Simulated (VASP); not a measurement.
# TaC (Fm-3m) in VASP: single point with PBE

Aim: the single point of TaC with PBE.

All numbers are computed with VASP 6.6.1; they aren't measurements. Logs are shortened: lines on timing, memory, paths and dates and some standing lists are left out, and cuts for length are marked.

## (1) The cell of the first run

Symmetry: Fm-3m, No. 225, cubic system. The conventional cell has a = 4.384 Å, b = 4.384 Å, c = 4.384 Å, α = 90.00°, β = 90.00°, γ = 90.00°. Within 2.9 Å of Ta (site symmetry m-3m) lie 6 C at 2.19 Å. C (site symmetry m-3m) has 6 Ta at 2.19 Å within 2.9 Å.

## (2) Single point, PBE

File INCAR:

```
PREC = Accurate
ENCUT = 600
EDIFF = 1E-6
ISMEAR = -1
SIGMA = 0.5
LREAL = F
LASPH = T
NELM = 120
ALGO = Normal
ISIF = 2
LWAVE = F
LCHARG = F
GGA = PE
NBANDS = 14
GGA_COMPAT = F
```

File KPOINTS:

```
regular mesh
0
Gamma
  2 2 2
```

File POSCAR:

```
TaC
1.0
    0.0000000000      2.1921960867      2.1921960867
    2.1921960867      0.0000000000      2.1921960867
    2.1921960867      2.1921960867      0.0000000000
Ta C
1 1
Direct
    0.0000000000      0.0000000000      0.0000000000
    0.5000000000      0.5000000000      0.5000000000
```

Potentials or basis: VASP PAW PBE potentials, release 64 (Ta_pv, C).

On the command line:

```console
> cat potpaw_PBE.64/Ta_pv/POTCAR potpaw_PBE.64/C/POTCAR > POTCAR
> mpirun -np 1 vasp_std > vasp.out
```

OUTCAR:

```text
PREC = Accurate
   ENCUT = 600
   EDIFF = 1E-6
   ISMEAR = -1
   LREAL = F
   LASPH = T
   NELM = 120
   ISIF = 2
   GGA = PE

 ion  position               nearest neighbor table
   1  0.000  0.000  0.000-   2 2.19   2 2.19   2 2.19   2 2.19   2 2.19   2 2.19
   2  0.500  0.500  0.500-   1 2.19   1 2.19   1 2.19   1 2.19   1 2.19   1 2.19

  LATTYP: Found a face centered cubic cell.
 ALAT       =     4.3843921734

  Lattice vectors:

 A1 = (   0.0000000000,   2.1921960867,   2.1921960867)
 A2 = (   2.1921960867,   0.0000000000,   2.1921960867)
 A3 = (   2.1921960867,   2.1921960867,   0.0000000000)

Analysis of symmetry for initial positions (statically):
=====================================================================
 Subroutine PRICEL returns:
 Original cell was already a primitive cell.

 Routine SETGRP: Setting up the symmetry group for a
 face centered cubic supercell.

 Subroutine GETGRP returns: Found 48 space group operations
 (whereof 48 operations were pure point group operations)
 out of a pool of 48 trial point group operations.

The static configuration has the point symmetry O_h .

Analysis of symmetry for dynamics (positions and initial velocities):
=====================================================================
 Subroutine PRICEL returns:
 Original cell was already a primitive cell.

 Routine SETGRP: Setting up the symmetry group for a
 face centered cubic supercell.

 Subroutine GETGRP returns: Found 48 space group operations
 (whereof 48 operations were pure point group operations)
 out of a pool of 48 trial point group operations.

The dynamic configuration has the point symmetry O_h .

 Subroutine INISYM returns: Found 48 space group operations
 (whereof 48 operations are pure point group operations),
 and found     1 'primitive' translations

----------------------------------------------------------------------------------------

                                     Primitive cell

  volume of cell :      21.0702

  direct lattice vectors                    reciprocal lattice vectors
     0.000000000  2.192196087  2.192196087    -0.228081787  0.228081787  0.228081787
     2.192196087  0.000000000  2.192196087     0.228081787 -0.228081787  0.228081787
     2.192196087  2.192196087  0.000000000     0.228081787  0.228081787 -0.228081787

  length of vectors
     3.100233437  3.100233437  3.100233437     0.395049243  0.395049243  0.395049243

  position of ions in fractional coordinates (direct lattice)
     0.000000000  0.000000000  0.000000000
     0.500000000  0.500000000  0.500000000

  ion indices of the primitive-cell ions
   primitive index   ion index
                 1           1
                 2           2

----------------------------------------------------------------------------------------

 KPOINTS: regular mesh

Automatic generation of k-mesh.
 Grid dimensions read from file:
 generate k-points for:    2    2    2

 Generating k-lattice:

  Cartesian coordinates                     Fractional coordinates (reciprocal lattice)
    -0.114040893  0.114040893  0.114040893     0.500000000  0.000000000  0.000000000
     0.114040893 -0.114040893  0.114040893     0.000000000  0.500000000  0.000000000
     0.114040893  0.114040893 -0.114040893     0.000000000  0.000000000  0.500000000

  Length of vectors
     0.197524621  0.197524621  0.197524621

  Shift w.r.t. Gamma in fractional coordinates (k-lattice)
     0.000000000  0.000000000  0.000000000

 Subroutine IBZKPT returns following result:
 ===========================================

 Found      3 irreducible k-points:

 Following reciprocal coordinates:
            Coordinates               Weight
  0.000000  0.000000  0.000000      1.000000
  0.500000  0.000000  0.000000      4.000000
  0.500000  0.500000  0.000000      3.000000
   k-points           NKPTS =      3   k-points in BZ     NKDIM =      3   number of bands    NBANDS=     14
   number of dos      NEDOS =    301   number of ions     NIONS =      2
   total plane-waves  NPLWV =  21952
   dimension x,y,z NGX =    28 NGY =   28 NGZ =   28
   dimension x,y,z NGXF=    56 NGYF=   56 NGZF=   56
   ions per type =               1   1
   NGX,Y,Z   is equivalent  to a cutoff of  15.01, 15.01, 15.01 a.u.
   NGXF,Y,Z  is equivalent  to a cutoff of  30.03, 30.03, 30.03 a.u.
 SYSTEM =  unknown system
   PREC   = accura    normal or accurate (medium, high low for compatibility)
   ISTART =      0    job   : 0-new  1-cont  2-samecut
   ICHARG =      2    charge: 1-file 2-atom 10-const
   ISPIN  =      1    spin polarized calculation?
   LNONCOLLINEAR =      F non collinear calculations
   LSORBIT =      F    spin-orbit coupling
   LASPH  =      T    aspherical Exc in radial PAW
   ENCUT  =  600.0 eV  44.10 Ry    6.64 a.u.   6.19  6.19  6.19*2*pi/ulx,y,z
   NELM   =    120;   NELMIN=  2; NELMDL= -5     # of ELM steps
   EDIFF  = 0.1E-05   stopping-criterion for ELM
   LREAL  =      F    real-space projection
   EDIFFG = 0.1E-04   stopping-criterion for IOM
   NSW    =      0    number of steps for IOM
   IBRION =     -1    ionic relax: 0-MD 1-quasi-New 2-CG
   NFREE  =      0    steps in history (QN), initial steepest desc. (CG)
   ISIF   =      2    stress and relaxation
   ISYM   =      2    0-nonsym 1-usesym 2-fastsym
   POTIM  = 0.5000    time-step for ionic-motion
   TEBEG  =    0.0;   TEEND  =   0.0 temperature during run
   PSTRESS=    0.0 pullay stress
   NELECT =      15.0000    total number of electrons
   NUPDOWN=      -1.0000    fix difference up-down
   EMIN   =  10.00;   EMAX   =-10.00  energy-range for DOS
   EFERMI =   0.00;   METHOD = LEGACY
   ISMEAR =    -1;   SIGMA  =   0.50  broadening in eV -4-tet -1-fermi 0-gaus
   EFERMI_NEDOS =   21; number of points for ismear=-14 and -15
   IALGO  =     38    algorithm
   IMIX   =      4    mixing-type and parameters
     AMIX     =   0.40;   BMIX     =  1.00
     AMIX_MAG =   1.60;   BMIX_MAG =  1.00
  volume/ion in A,a.u.               =      10.54        71.09
  Fermi-wavevector in a.u.,A,eV,Ry     =   1.461782  2.762367 29.073007  2.136806
  Thomas-Fermi vector in A             =   2.578073
   LORBIT       =      0    0 simple, 1 ext, 2 COOP (PROOUT), +10 PAW based schemes
   GGA     = PE    functional components
   LHFCALC =     F    Hartree Fock is set to
   AEXX    =    0.0000 exact exchange contribution
   IVDW    =     0    specifies the selected vdW correction
   LEPSILON=     F    determine dielectric tensor
   LRPA    =     F    only Hartree local field effects (RPA)
 non-spin polarized calculation
  energy-cutoff  :      600.00
  volume of cell :       21.07
 maximum number of plane-waves:       725
 NGX is ok and might be reduce to    28
   NGX = 13   NGY = 13   NGZ = 13

 number of electron      15.0000000 magnetization

 Free energy of the ion-electron system (eV)
  ---------------------------------------------------
  ext. energy  EPLUGINS =         0.00000000
  ---------------------------------------------------
  free energy    TOTEN  =       -20.94023777 eV

  energy without entropy =      -20.24567689  energy(sigma->0) =      -20.59295733

 E-fermi :   8.6412     XC(G=0): -13.4469

 val. band max:        7.4115627677   @ k =   0.5000   0.5000   0.0000
 cond. band min:       8.7524416505   @ k =   0.0000   0.0000   0.0000
 fundamental gap:      1.3408788828
 Fermi energy:         8.6412271015

 k-point     1 :       0.0000    0.0000    0.0000
  band No.  band energies     occupation
      1     -26.3057      2.00000
      2     -26.3057      2.00000
      3     -26.3057      2.00000
      4      -6.0751      2.00000
      5       7.3358      1.86310
      6       7.3358      1.86310
      7       7.3358      1.86310
      8       8.7524      0.88924
      9       8.7524      0.88924
     10       8.7524      0.88924
     11       9.4782      0.31582
     12       9.4782      0.31582
     13      16.2856      0.00000
     14      18.9884      0.00000

 k-point     2 :       0.5000    0.0000    0.0000
  band No.  band energies     occupation
      1     -27.1393      2.00000
      2     -26.3932      2.00000
      3     -26.3932      2.00000
      4      -1.1958      2.00000
      5      -0.1012      2.00000
      6       3.2631      1.99996
      7       3.2631      1.99996
      8      11.6639      0.00473
      9      11.6639      0.00473
     10      12.8572      0.00044
     11      14.5088      0.00002
     12      19.5767      0.00000
     13      19.5767      0.00000
     14      21.6848      0.00000

 k-point     3 :       0.5000    0.5000    0.0000
  band No.  band energies     occupation
      1     -27.0481      2.00000
      2     -26.5968      2.00000
      3     -26.5968      2.00000
      4      -3.9081      2.00000
      5       3.9615      1.99983
      6       4.4151      1.99957
      7       7.4116      1.84248
      8       7.4116      1.84248
      9      11.5633      0.00578
     10      13.0974      0.00027
     11      13.0974      0.00027
     12      16.2641      0.00000
     13      17.8055      0.00000
     14      21.5958      0.00000

------------------------ aborting loop because EDIFF is reached ----------------------------------------

  FORCE on cell =-STRESS in cart. coord.  units (eV):
  Direction    XX          YY          ZZ          XY          YZ          ZX
  --------------------------------------------------------------------------------------
  -------------------------------------------------------------------------------------
  Total        4.9328480      4.9328480      4.9328480     -0.0000000     -0.0000000     -0.0000000
  in kB      375.0940084    375.0940084    375.0940084     -0.0000000     -0.0000000     -0.0000000
  external PRESSURE =     375.0940084 kB  Pullay stress =       0.0000000 kB

 VOLUME and BASIS-vectors are now :
 -----------------------------------------------------------------------------
  energy-cutoff  :      600.00
  volume of cell :       21.07
      direct lattice vectors                 reciprocal lattice vectors
     0.000000000  2.192196087  2.192196087    -0.228081787  0.228081787  0.228081787
     2.192196087  0.000000000  2.192196087     0.228081787 -0.228081787  0.228081787
     2.192196087  2.192196087  0.000000000     0.228081787  0.228081787 -0.228081787

 POSITION                                       TOTAL-FORCE (eV/Angst)
 -----------------------------------------------------------------------------------
      0.00000      0.00000      0.00000         0.000000     -0.000000      0.000000
      2.19220      2.19220      2.19220        -0.000000      0.000000     -0.000000
 -----------------------------------------------------------------------------------
    total drift:                                0.000000      0.000000      0.000000

  FREE ENERGIE OF THE ION-ELECTRON SYSTEM (eV)
  ---------------------------------------------------
  free  energy   TOTEN  =       -20.9402377687 eV

  energy  without entropy=      -20.2456768854  energy(sigma->0) =      -20.59295733
```

Run time: 6.8 s. Hardware: 1 thread of Intel Xeon Platinum 8259CL at 2.50GHz (Skylake/Cascade Lake), shared host; peak memory 0.15 GiB.

Results:

```
Free energy : -20.9402 eV
Pressure    : 37.5 GPa
```

Caveat: the k points lie up to 1.24 Å⁻¹ apart; spin-orbit coupling is left out, which moves the levels of the heavy elements.
